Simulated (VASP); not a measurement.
Mg, 4 atoms in the cell. The cell holds a wire with vacuum, 4 atoms: a = 12.000 Å, b = 9.300 Å, c = 5.756 Å, α = 90.00°, β = 90.00°, γ = 90.00°. 

| Property | Result |
| --- | --- |
| Program | VASP 6.6.1 |
| Task | single point |
| Functional | PBE |
| Potentials or basis | VASP PAW PBE potentials, release 64 (Mg) |
| Cutoff | 520 eV |
| k mesh | 1 × 1 × 11 |
| Occupations | gaussian, width 0.05 eV |
| Spin | collinear spin, ferromagnetic start |
| Starting moments | [0.5, 0.5, 0.5, 0.5] μB |
| Dipole correction | no |
| Further INCAR settings | ALGO = Normal; EDIFF = 1e-07; NBANDS = 16 |

Potentials or basis: VASP PAW PBE potentials, release 64 (Mg).

Launch:

```bash
$ cat potpaw_PBE.64/Mg/POTCAR > POTCAR
$ mpirun -np 1 vasp_std > vasp.out
```

Hardware: 1 thread of Intel(R) Xeon(R) Platinum 8259CL CPU @ 2.50GHz (Skylake/Cascade Lake), on a shared host.

Estimate the wall time of this run.

Wall time 5.7 min on 1 thread of Intel(R) Xeon(R) Platinum 8259CL CPU @ 2.50GHz (Skylake/Cascade Lake), on a shared host, peak memory 0.84 GiB. Counts: scf iterations 23, k points 6.
